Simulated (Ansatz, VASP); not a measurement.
**One calculation of CdSe, two programs**

File POSCAR:

```
CdSe
1.0
    0.0000000000      2.9241682660      2.9241682660
    2.9241682660      0.0000000000      2.9241682660
    2.9241682660      2.9241682660      0.0000000000
Cd Se
1 1
Direct
    0.0000000000      0.0000000000      0.0000000000
    0.5000000000      0.5000000000      0.5000000000
```

The input INCAR.step1:

```
ALGO = Normal
EDIFF = 1E-5
ENCUT = 550
GGA = PE
GGA_COMPAT = False
ISMEAR = 0
LASPH = True
LCHARG = False
LREAL = False
LWAVE = True
NBANDS = 16
NELM = 120
PREC = Accurate
SIGMA = 0.01
```

The input INCAR.step2:

```
ALGO = Normal
EDIFF = 1E-6
ENCUT = 550
GGA_COMPAT = False
ISIF = 2
ISMEAR = 0
ISTART = 1
LASPH = True
LCHARG = False
LMIXTAU = True
LREAL = False
LWAVE = False
METAGGA = R2SCAN
NBANDS = 16
NELM = 120
PREC = Accurate
SIGMA = 0.01
```

KPOINTS

```
k-points
0
Gamma
  6 6 6
```

Input for Ansatz:

```yaml
crystal:
  lattice:
    - [0.0, 2.924168266014112, 2.924168266014112]
    - [2.924168266014112, 0.0, 2.924168266014112]
    - [2.924168266014112, 2.924168266014112, 0.0]
  atoms:
    - { symbol: Cd, position: [0.0, 0.0, 0.0] }
    - { symbol: Se, position: [0.5, 0.5, 0.5] }
basis:
  ecutwfc: 630.0
kpoints:
  mp_grid:
    grid: [6, 6, 6]
hamiltonian:
  xc: r2scan
scf:
  convergence:
    dr2_threshold: 1.0e-08
  occupations:
    method: fixed
output:
  stress: true
```

Alike in both runs: task single point; functional r2SCAN; k mesh 6 × 6 × 6; no spin polarisation.

|  | VASP | Ansatz |
| --- | --- | --- |
| version | VASP 6.6.1 | Ansatz 0.2.0 |
| potentials or method | VASP PAW PBE potentials, release 64 (Cd, Se), cutoff 550 eV | plane waves, PAW |
| occupations | gaussian, width 0.01 eV | fixed |
| valence electrons in the cell | 18 | 36 |

Ansatz gave:

- pressure (GPa): -4.8

Question: What did VASP give for the same quantities?

Answer: Pressure (GPa): -4.6.

VASP's potentials were made for PBE, not for r2SCAN. VASP's potentials hold 18 valence electrons a cell and Ansatz's 36, so a difference there can come from the potentials and not from the codes. Ansatz's warnings: stress scf threshold loose.
